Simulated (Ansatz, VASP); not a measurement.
## CsAg2 in VASP and in Ansatz

```
CELL_PARAMETERS angstrom
0.00000 4.45865 4.45865
4.45865 0.00000 4.45865
4.45865 4.45865 0.00000
ATOMIC_POSITIONS crystal
Cs 0.75000 0.75000 0.75000
Cs 0.00000 0.00000 0.00000
Ag 0.37469 0.37469 0.37469
Ag 0.37469 0.37469 0.87594
Ag 0.37469 0.87594 0.37469
Ag 0.87594 0.37469 0.37469
```

Alike in both runs: functional PBE; k mesh 4 × 4 × 4; occupations gaussian, width 0.1 eV; no spin polarisation.

Ansatz relaxed the structure, and its values are those at the end. VASP's run is a single point on that final structure, the one shown.

|  | VASP | Ansatz |
| --- | --- | --- |
| version | VASP 6.6.1 | Ansatz 0.2.0 |
| potentials or method | VASP PAW PBE potentials, release 64 (Cs_sv, Ag), cutoff 520 eV | scalar-relativistic, plane waves, PAW |
| valence electrons in the cell | 62 | 94 |

|  | VASP | Ansatz | Ansatz less VASP |
| --- | --- | --- | --- |
| gap on the k mesh at the Fermi level (eV) | none | none | - |
| pressure (GPa) | 0.0 | 0.0 | -0.06 |
| rms of the force components (eV/Å) | 0.004 | 0.004 | +0.0001 |

A gap of «none» marks a metal or a gap that the smearing closes. VASP's potentials hold 62 valence electrons a cell and Ansatz's 94, so a difference there can come from the potentials and not from the codes.

Spin-orbit coupling is off throughout.
